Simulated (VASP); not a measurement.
# MgS (gw) (Fm-3m) in VASP: a series of runs

The runs below take MgS (gw) through single point, with PBEsol.

Everything below comes from runs of VASP 6.6.1. Logs are shortened: lines on timing, memory, paths and dates and some standing lists are left out, and cuts for length are marked.

## 1. The cell of the first run

Symmetry: Fm-3m, No. 225, cubic system. The conventional cell has a = 5.131 Å, b = 5.131 Å, c = 5.131 Å, α = 90.00°, β = 90.00°, γ = 90.00°. Mg (site symmetry m-3m) has 6 S at 2.57 Å within 3.4 Å. Within 3.4 Å of S (site symmetry m-3m) lie 6 Mg at 2.57 Å.

## 2. Single point, PBEsol

Contents of INCAR:

```
SYSTEM = MgS
PREC = Accurate
ENCUT = 600
EDIFF = 1E-6
ISMEAR = 0
SIGMA = 0.01
LREAL = .FALSE.
LASPH = .TRUE.
NELM = 120
ALGO = Normal
ISIF = 2
LWAVE = .FALSE.
LCHARG = .TRUE.
GGA = PS
LELF = .TRUE.
LVHAR = .TRUE.
NBANDS = 11
GGA_COMPAT = .FALSE.
```

Contents of KPOINTS:

```
Automatic mesh
0
G
  4 4 4
  0 0 0
```

Contents of POSCAR:

```
MgS
1.0
    0.0000000000      2.5652979412      2.5652979412
    2.5652979412      0.0000000000      2.5652979412
    2.5652979412      2.5652979412      0.0000000000
Mg S
1 1
Direct
    0.0000000000      0.0000000000      0.0000000000
    0.5000000000      0.5000000000      0.5000000000
```

Potentials or basis: VASP PAW PBE potentials, release 64 (Mg, S).

Command:

```sh
> cat potpaw_PBE.64/Mg/POTCAR potpaw_PBE.64/S/POTCAR > POTCAR
> mpirun -np 1 vasp_std > vasp.out
```

OUTCAR:

```text
SYSTEM = MgS
   PREC = Accurate
   ENCUT = 600
   EDIFF = 1E-6
   ISMEAR = 0
   LREAL = .FALSE.
   LASPH = .TRUE.
   NELM = 120
   ISIF = 2
   GGA = PS

 ion  position               nearest neighbor table
   1  0.000  0.000  0.000-   2 2.57   2 2.57   2 2.57   2 2.57   2 2.57   2 2.57
   2  0.500  0.500  0.500-   1 2.57   1 2.57   1 2.57   1 2.57   1 2.57   1 2.57

  LATTYP: Found a face centered cubic cell.
 ALAT       =     5.1305958824

  Lattice vectors:

 A1 = (   0.0000000000,   2.5652979412,   2.5652979412)
 A2 = (   2.5652979412,   0.0000000000,   2.5652979412)
 A3 = (   2.5652979412,   2.5652979412,   0.0000000000)

Analysis of symmetry for initial positions (statically):
=====================================================================
 Subroutine PRICEL returns:
 Original cell was already a primitive cell.

 Routine SETGRP: Setting up the symmetry group for a
 face centered cubic supercell.

 Subroutine GETGRP returns: Found 48 space group operations
 (whereof 48 operations were pure point group operations)
 out of a pool of 48 trial point group operations.

The static configuration has the point symmetry O_h .

Analysis of symmetry for dynamics (positions and initial velocities):
=====================================================================
 Subroutine PRICEL returns:
 Original cell was already a primitive cell.

 Routine SETGRP: Setting up the symmetry group for a
 face centered cubic supercell.

 Subroutine GETGRP returns: Found 48 space group operations
 (whereof 48 operations were pure point group operations)
 out of a pool of 48 trial point group operations.

The dynamic configuration has the point symmetry O_h .

 Subroutine INISYM returns: Found 48 space group operations
 (whereof 48 operations are pure point group operations),
 and found     1 'primitive' translations

----------------------------------------------------------------------------------------

                                     Primitive cell

  volume of cell :      33.7632

  direct lattice vectors                    reciprocal lattice vectors
     0.000000000  2.565297941  2.565297941    -0.194909134  0.194909134  0.194909134
     2.565297941  0.000000000  2.565297941     0.194909134 -0.194909134  0.194909134
     2.565297941  2.565297941  0.000000000     0.194909134  0.194909134 -0.194909134

  length of vectors
     3.627879140  3.627879140  3.627879140     0.337592523  0.337592523  0.337592523

  position of ions in fractional coordinates (direct lattice)
     0.000000000  0.000000000  0.000000000
     0.500000000  0.500000000  0.500000000

  ion indices of the primitive-cell ions
   primitive index   ion index
                 1           1
                 2           2

----------------------------------------------------------------------------------------

 KPOINTS: Automatic mesh

Automatic generation of k-mesh.
 Grid dimensions read from file:
 generate k-points for:    4    4    4

 Generating k-lattice:

  Cartesian coordinates                     Fractional coordinates (reciprocal lattice)
    -0.048727283  0.048727283  0.048727283     0.250000000  0.000000000  0.000000000
     0.048727283 -0.048727283  0.048727283     0.000000000  0.250000000  0.000000000
     0.048727283  0.048727283 -0.048727283     0.000000000  0.000000000  0.250000000

  Length of vectors
     0.084398131  0.084398131  0.084398131

  Shift w.r.t. Gamma in fractional coordinates (k-lattice)
     0.000000000  0.000000000  0.000000000

 Subroutine IBZKPT returns following result:
 ===========================================

 Found      8 irreducible k-points:

 Following reciprocal coordinates:
            Coordinates               Weight
  0.000000  0.000000  0.000000      1.000000
  0.250000  0.000000  0.000000      8.000000
  0.500000  0.000000  0.000000      4.000000
  0.250000  0.250000  0.000000      6.000000
  0.500000  0.250000  0.000000     24.000000
 -0.250000  0.250000  0.000000     12.000000
  0.500000  0.500000  0.000000      3.000000
 -0.250000  0.500000  0.250000      6.000000
   k-points           NKPTS =      8   k-points in BZ     NKDIM =      8   number of bands    NBANDS=     11
   number of dos      NEDOS =    301   number of ions     NIONS =      2
   total plane-waves  NPLWV =  27000
   dimension x,y,z NGX =    30 NGY =   30 NGZ =   30
   dimension x,y,z NGXF=    60 NGYF=   60 NGZF=   60
   ions per type =               1   1
   NGX,Y,Z   is equivalent  to a cutoff of  13.75, 13.75, 13.75 a.u.
   NGXF,Y,Z  is equivalent  to a cutoff of  27.49, 27.49, 27.49 a.u.
 SYSTEM =  MgS
   PREC   = accura    normal or accurate (medium, high low for compatibility)
   ISTART =      0    job   : 0-new  1-cont  2-samecut
   ICHARG =      2    charge: 1-file 2-atom 10-const
   ISPIN  =      1    spin polarized calculation?
   LNONCOLLINEAR =      F non collinear calculations
   LSORBIT =      F    spin-orbit coupling
   LASPH  =      T    aspherical Exc in radial PAW
   ENCUT  =  600.0 eV  44.10 Ry    6.64 a.u.   7.25  7.25  7.25*2*pi/ulx,y,z
   NELM   =    120;   NELMIN=  2; NELMDL= -5     # of ELM steps
   EDIFF  = 0.1E-05   stopping-criterion for ELM
   LREAL  =      F    real-space projection
   EDIFFG = 0.1E-04   stopping-criterion for IOM
   NSW    =      0    number of steps for IOM
   IBRION =     -1    ionic relax: 0-MD 1-quasi-New 2-CG
   NFREE  =      0    steps in history (QN), initial steepest desc. (CG)
   ISIF   =      2    stress and relaxation
   ISYM   =      2    0-nonsym 1-usesym 2-fastsym
   POTIM  = 0.5000    time-step for ionic-motion
   TEBEG  =    0.0;   TEEND  =   0.0 temperature during run
   PSTRESS=    0.0 pullay stress
   NELECT =       8.0000    total number of electrons
   NUPDOWN=      -1.0000    fix difference up-down
   EMIN   =  10.00;   EMAX   =-10.00  energy-range for DOS
   EFERMI =   0.00;   METHOD = LEGACY
   ISMEAR =     0;   SIGMA  =   0.01  broadening in eV -4-tet -1-fermi 0-gaus
   EFERMI_NEDOS =   21; number of points for ismear=-14 and -15
   IALGO  =     38    algorithm
   IMIX   =      4    mixing-type and parameters
     AMIX     =   0.40;   BMIX     =  1.00
     AMIX_MAG =   1.60;   BMIX_MAG =  1.00
  volume/ion in A,a.u.               =      16.88       113.92
  Fermi-wavevector in a.u.,A,eV,Ry     =   1.013033  1.914355 13.962792  1.026236
  Thomas-Fermi vector in A             =   2.146178
   LORBIT       =      0    0 simple, 1 ext, 2 COOP (PROOUT), +10 PAW based schemes
   GGA     = PS    functional components
   LHFCALC =     F    Hartree Fock is set to
   AEXX    =    0.0000 exact exchange contribution
   IVDW    =     0    specifies the selected vdW correction
   LEPSILON=     F    determine dielectric tensor
   LRPA    =     F    only Hartree local field effects (RPA)
 non-spin polarized calculation
 Gauss-broadening in eV      SIGMA  =   0.01
  energy-cutoff  :      600.00
  volume of cell :       33.76
 maximum number of plane-waves:      1158
 NGX is ok and might be reduce to    30
   NGX = 15   NGY = 15   NGZ = 15

 number of electron       8.0000001 magnetization

 Free energy of the ion-electron system (eV)
  ---------------------------------------------------
  ext. energy  EPLUGINS =         0.00000000
  ---------------------------------------------------
  free energy    TOTEN  =        -9.01355841 eV

  energy without entropy =       -9.01355841  energy(sigma->0) =       -9.01355841

 E-fermi :   4.1791     XC(G=0): -10.0051

 val. band max:        4.0926191210   @ k =   0.0000   0.0000   0.0000
 cond. band min:       6.8553058687   @ k =   0.5000   0.5000   0.0000
 fundamental gap:      2.7626867476
 Fermi energy:         4.1791066221

 k-point     1 :       0.0000    0.0000    0.0000
  band No.  band energies     occupation
      1      -8.8428      2.00000
      2       4.0926      2.00000
      3       4.0926      2.00000
      4       4.0926      2.00000
      5       8.0103      0.00000
      6      11.8943      0.00000
      7      11.8943      0.00000
      8      11.8943      0.00000
      9      14.4288      0.00000
     10      14.4288      0.00000
     11      16.4612      0.00000

 k-point     2 :       0.2500    0.0000    0.0000
  band No.  band energies     occupation
      1      -8.2332      2.00000
      2       1.1268      2.00000
      3       3.7353      2.00000
      4       3.7353      2.00000
      5       9.0538      0.00000
      6      11.8508      0.00000
      7      11.8508      0.00000
      8      12.5392      0.00000
      9      14.3633      0.00000
     10      14.3633      0.00000
     11      16.1102      0.00000

 k-point     3 :       0.5000    0.0000    0.0000
  band No.  band energies     occupation
      1      -7.3994      2.00000
      2      -1.0477      2.00000
      3       3.4409      2.00000
      4       3.4409      2.00000
      5       8.5338      0.00000
      6      10.9408      0.00000
      7      10.9408      0.00000
      8      14.5921      0.00000
      9      16.2967      0.00000
     10      18.6389      0.00000
     11      18.6389      0.00000

 k-point     4 :       0.2500    0.2500    0.0000
  band No.  band energies     occupation
      1      -8.0410      2.00000
      2       1.4039      2.00000
      3       3.0390      2.00000
      4       3.0390      2.00000
      5       9.1668      0.00000
      6       9.4559      0.00000
      7      12.4868      0.00000
      8      14.3291      0.00000
      9      14.3291      0.00000
     10      15.4619      0.00000
     11      19.6739      0.00000

 k-point     5 :       0.5000    0.2500    0.0000
  band No.  band energies     occupation
      1      -7.2182      2.00000
      2      -0.2186      2.00000
      3       1.7022      2.00000
      4       2.7857      2.00000
      5       8.4378      0.00000
      6      10.8050      0.00000
      7      12.9678      0.00000
      8      13.1107      0.00000
      9      17.0509      0.00000
     10      18.8065      0.00000
     11      19.8162      0.00000

 k-point     6 :      -0.2500    0.2500    0.0000
  band No.  band energies     occupation
      1      -7.4877      2.00000
      2       0.1737      2.00000
      3       1.5594      2.00000
      4       3.3970      2.00000
      5       9.7023      0.00000
      6      11.9119      0.00000
      7      11.9459      0.00000
      8      12.0817      0.00000
      9      14.5636      0.00000
     10      18.3962      0.00000
     11      19.5604      0.00000

 k-point     7 :       0.5000    0.5000    0.0000
  band No.  band energies     occupation
      1      -6.9846      2.00000
      2      -0.4087      2.00000
      3       2.2803      2.00000
      4       2.2803      2.00000
      5       6.8553      0.00000
      6       8.1789      0.00000
      7      16.3785      0.00000
      8      17.0164      0.00000
      9      17.7737      0.00000
     10      17.7737      0.00000
     11      20.1216      0.00000

 k-point     8 :      -0.2500    0.5000    0.2500
  band No.  band energies     occupation
      1      -6.9324      2.00000
      2       0.6088      2.00000
      3       0.6088      2.00000
      4       1.5656      2.00000
      5       9.4493      0.00000
      6      11.9830      0.00000
      7      11.9830      0.00000
      8      12.2144      0.00000
      9      18.7126      0.00000
     10      18.7126      0.00000
     11      20.0956      0.00000

------------------------ aborting loop because EDIFF is reached ----------------------------------------

  FORCE on cell =-STRESS in cart. coord.  units (eV):
  Direction    XX          YY          ZZ          XY          YZ          ZX
  --------------------------------------------------------------------------------------
  -------------------------------------------------------------------------------------
  Total        0.5837137      0.5837137      0.5837137     -0.0000000      0.0000000     -0.0000000
  in kB       27.6991902     27.6991902     27.6991902     -0.0000000      0.0000000     -0.0000000
  external PRESSURE =      27.6991902 kB  Pullay stress =       0.0000000 kB

 VOLUME and BASIS-vectors are now :
 -----------------------------------------------------------------------------
  energy-cutoff  :      600.00
  volume of cell :       33.76
      direct lattice vectors                 reciprocal lattice vectors
     0.000000000  2.565297941  2.565297941    -0.194909134  0.194909134  0.194909134
     2.565297941  0.000000000  2.565297941     0.194909134 -0.194909134  0.194909134
     2.565297941  2.565297941  0.000000000     0.194909134  0.194909134 -0.194909134

 POSITION                                       TOTAL-FORCE (eV/Angst)
 -----------------------------------------------------------------------------------
      0.00000      0.00000      0.00000        -0.000000     -0.000000     -0.000000
      2.56530      2.56530      2.56530         0.000000      0.000000      0.000000
 -----------------------------------------------------------------------------------
    total drift:                               -0.000000     -0.000000      0.000000

  FREE ENERGIE OF THE ION-ELECTRON SYSTEM (eV)
  ---------------------------------------------------
  free  energy   TOTEN  =        -9.0135584104 eV

  energy  without entropy=       -9.0135584104  energy(sigma->0) =       -9.01355841
```

Run time: 7.1 s. Hardware: 1 thread of Intel Xeon Platinum 8375C at 2.90GHz (Ice Lake), shared host; peak memory 0.16 GiB.

What came out:

| Item | Value |
| --- | --- |
| Free energy | -9.0136 eV |
| Pressure | 2.8 GPa |
| Band gap on the k mesh | 2.76 eV, indirect (least direct gap 3.92 eV) |

Caveat: the k points lie up to 0.53 Å⁻¹ apart; the PAW data sets were made with another functional, which shifts forces and pressure a little. A k mesh can miss the band edges.

## 3. Single point, PBEsol

Contents of INCAR:

```
ALGO = Normal
EDIFF = 1E-6
ENCUT = 600
GGA = PS
GGA_COMPAT = False
ISIF = 2
ISMEAR = 0
LASPH = True
LCHARG = False
LREAL = False
LWAVE = False
NBANDS = 11
NELM = 120
PREC = Accurate
SIGMA = 0.01
```

Contents of KPOINTS:

```
k-points
0
Gamma
  4 4 4
```

POSCAR is that of step 2.

Potentials or basis: VASP PAW PBE potentials, release 64 (Mg, S).

Command:

```sh
> cat potpaw_PBE.64/Mg/POTCAR potpaw_PBE.64/S/POTCAR > POTCAR
> mpirun -np 1 vasp_std > vasp.out
```

It took 5.9 s on 1 thread of Intel Xeon Platinum 8375C at 2.90GHz (Ice Lake), shared host; peak memory 0.16 GiB.

It converged, with:

- Free energy: -9.0136 eV
- Pressure: 2.8 GPa
- Band gap on the k mesh: 2.76 eV, indirect (least direct gap 3.92 eV)

Levels at points of the mesh, in eV from the valence-band top:
```tsv
k point	band 1	band 2	band 3	band 4	band 5	band 6	band 7	band 8	band 9
(0.00, 0.00, 0.00)	-12.94	0.00	0.00	0.00	3.92	7.80	7.80	7.80	10.34
(0.50, 0.00, 0.00)	-11.49	-5.14	-0.65	-0.65	4.44	6.85	6.85	10.50	12.20
(0.50, 0.50, 0.00)	-11.08	-4.50	-1.81	-1.81	2.76	4.09	12.29	12.92	13.68
```

Caveat: the k points lie up to 0.53 Å⁻¹ apart; the PAW data sets were made with another functional, which shifts forces and pressure a little. A k mesh can miss the band edges.
